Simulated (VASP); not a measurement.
A run of VASP 6.6.1 is set up as follows.

File INCAR:

```
ALGO = Normal
EDIFF = 1E-6
ENCUT = 520
GGA = PE
GGA_COMPAT = F
ISIF = 2
ISMEAR = 1
IVDW = 12
LASPH = T
LCHARG = T
LMAXMIX = 4
LORBIT = 11
LORBMOM = T
LREAL = F
LSORBIT = T
LVHAR = T
LWAVE = F
MAGMOM = 0 0 0
NBANDS = 24
NELM = 150
PREC = Accurate
SIGMA = 0.01
```

File KPOINTS:

```
k-points
0
Gamma
  8 8 8
```

The input POSCAR:

```
Nb
1.0
    0.0000000000      2.1290070307      2.1290070307
    2.1290070307      0.0000000000      2.1290070307
    2.1290070307      2.1290070307      0.0000000000
Nb
1
Direct
    0.0000000000      0.0000000000      0.0000000000
```

Potentials or basis: VASP PAW PBE potentials, release 64 (Nb_sv).

The run is started by

```sh
$ cat potpaw_PBE.64/Nb_sv/POTCAR > POTCAR
$ mpirun -np 1 vasp_ncl > vasp.out
```

What does it give for the dispersion energy per atom?

-0.685 eV.

Estimate the net moment.

0.00 μB per cell.

Moments on the atoms (μB; x, y, z):
```
Nb  0.00 0.00 0.00
```
